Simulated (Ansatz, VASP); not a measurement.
**SiW3: VASP beside Ansatz**

The input INCAR:

```
PREC = Accurate ; ENCUT = 520
EDIFF = 1E-7 ; ISMEAR = 0
SIGMA = 0.15 ; LREAL = False
LASPH = True ; NELM = 80
ALGO = Fast ; ISIF = 2
LWAVE = False ; LCHARG = False
GGA = PS ; NBANDS = 56
```

File KPOINTS:

```
Automatic mesh
0
Gamma
  10 10 10
```

POSCAR

```
SiW3
1.0
    0.0000000000     -5.1543905733      0.0000000000
   -5.1543905733      0.0000000000      0.0000000000
    0.0000000000      0.0000000000     -5.1543905733
Si W
2 6
Direct
   -0.0356681863     -0.0356681863      0.0000000000
    0.5356681863      0.5356681863      0.5000000000
    0.4927290306      0.4927290306      0.0000000000
    1.0072709694      1.0072709694      0.5000000000
    0.4803645292      0.0072709694      0.0000000000
    0.0196354708      0.4927290306      0.5000000000
    0.4927290306      0.0196354708      0.5000000000
    0.0072709694      0.4803645292      0.0000000000
```

Input for Ansatz:

```yaml
crystal:
  lattice:
    - [0.0, -5.1543905733, 0.0]
    - [-5.1543905733, 0.0, 0.0]
    - [0.0, 0.0, -5.1543905733]
  atoms:
    - { symbol: Si, position: [-0.0356681863, -0.0356681863, 0.0] }
    - { symbol: Si, position: [0.5356681863, 0.5356681863, 0.5] }
    - { symbol: W, position: [0.4927290306, 0.4927290306, 0.0] }
    - { symbol: W, position: [1.0072709694, 1.0072709694, 0.5] }
    - { symbol: W, position: [0.4803645292, 0.0072709694, 0.0] }
    - { symbol: W, position: [0.0196354708, 0.4927290306, 0.5] }
    - { symbol: W, position: [0.4927290306, 0.0196354708, 0.5] }
    - { symbol: W, position: [0.0072709694, 0.4803645292, 0.0] }
basis:
  ecutwfc: 420
kpoints:
  mp_grid: { grid: [10, 10, 10] }
hamiltonian:
  xc: pbesol
scf:
  occupations: { method: gaussian, width: 0.15 }
output:
  forces: true
  stress: true
  eigenvalues: true
```

Change from the starting cell: mode 1 (-166.8 1/cm) frozen in, largest displacement -0.260 Å.

Alike in both runs: task single point; functional PBEsol; k mesh 10 × 10 × 10; occupations gaussian, width 0.15 eV; no spin polarisation.

```csv
,VASP,Ansatz
version,VASP 6.6.1,Ansatz 0.2.0
potentials or method,"VASP PAW PBE potentials, release 64 (Si, W_sv), cutoff 520 eV","scalar-relativistic, plane waves, PAW"
valence electrons in the cell,92,92
```

Ansatz gave:

```
gap on the k mesh at the Fermi level (eV)                     : none
pressure (GPa)                                                : 0.2
traceless stress, the component that is largest in VASP (GPa) : -2.09
rms of the force components (eV/Å)                            : 0.735
```

Question: Estimate VASP's values.

Answer: gap on the k mesh at the Fermi level (eV): none; pressure (GPa): 0.7; traceless stress, the component that is largest in VASP (GPa): -2.14; rms of the force components (eV/Å): 0.734.

VASP's potentials were made for PBE, not for PBEsol. Atom by atom the forces differ by 0.020 eV/Å (rms over components). A gap of «none» marks a metal or a gap that the smearing closes.

Spin-orbit coupling is off throughout.
